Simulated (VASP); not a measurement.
A run of VASP 6.6.1 is set up as follows.

File POSCAR:

```
TiO2
1.0
    0.0000000000      2.3968272579      2.3968272579
    2.3968272579      0.0000000000      2.3968272579
    2.3968272579      2.3968272579      0.0000000000
Ti O
1 2
Direct
    0.0000000000      0.0000000000      0.0000000000
    0.2500000000      0.2500000000      0.2500000000
    0.7500000000      0.7500000000      0.7500000000
```

The input INCAR.step1:

```
ALGO = Normal
EDIFF = 1E-4
ENCUT = 520
GGA = PE
ISMEAR = -1
LASPH = True
LCHARG = False
LREAL = False
LWAVE = True
NBANDS = 19
NELM = 80
PREC = Accurate
SIGMA = 0.5
```

Contents of INCAR.step2:

```
ALGO = Normal
EDIFF = 1E-6
ENCUT = 520
ISIF = 2
ISMEAR = -1
ISTART = 1
LASPH = True
LCHARG = False
LMIXTAU = True
LREAL = False
LWAVE = False
METAGGA = R2SCAN
NBANDS = 19
NELM = 80
PREC = Accurate
SIGMA = 0.5
```

The input KPOINTS:

```
k-points
0
Gamma
  6 6 6
```

Potentials or basis: VASP PAW PBE potentials, release 64 (Ti_sv, O).

Run with:

```bash
$ cat potpaw_PBE.64/Ti_sv/POTCAR potpaw_PBE.64/O/POTCAR > POTCAR
$ cp INCAR.step1 INCAR
$ mpirun -np 1 vasp_std > vasp.out
$ cp INCAR.step2 INCAR
$ mpirun -np 1 vasp_std > vasp.out
```

Predict the pressure.

3.7 GPa.

Estimate the band gap on the k mesh.

1.73 eV, indirect (least direct gap 2.40 eV).

Caveat: the PAW data sets were made with another functional, which shifts forces and pressure a little. r2SCAN opens gaps a little over a GGA but as a rule still falls short of measured ones.
